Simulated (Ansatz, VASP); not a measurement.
**One calculation of Re, two programs**

```xyz
1
Lattice="2.5647 0.0000 0.0000 0.0000 2.5647 0.0000 0.0000 0.0000 2.5647" Properties=species:S:1:pos:R:3 pbc="T T T"
Re    0.0000    0.0000    0.0000
```

Alike in both runs: task single point; functional r2SCAN; k mesh 14 × 14 × 14; occupations fermi-dirac, width 0.1 eV; no spin polarisation.

```csv
,VASP,Ansatz
version,VASP 6.6.1,Ansatz 0.2.0
potentials or method,"VASP PAW PBE potentials, release 64 (Re), cutoff 660 eV","plane waves (500 eV) with PAW, scalar-relativistic"
valence electrons in the cell,7,15
```

VASP gave:

| Item | Value |
| --- | --- |
| pressure (GPa) | -1.4 |

**Question.** What did Ansatz give for the same quantities?

**Answer.** Pressure (GPa): -0.6.

VASP's potentials were made for PBE, not for r2SCAN. With one functional, cell and mesh, what is left measures potentials, basis and numerics. VASP's potentials hold 7 valence electrons a cell and Ansatz's 15, so a difference there can come from the potentials and not from the codes.

Spin-orbit coupling is off throughout.
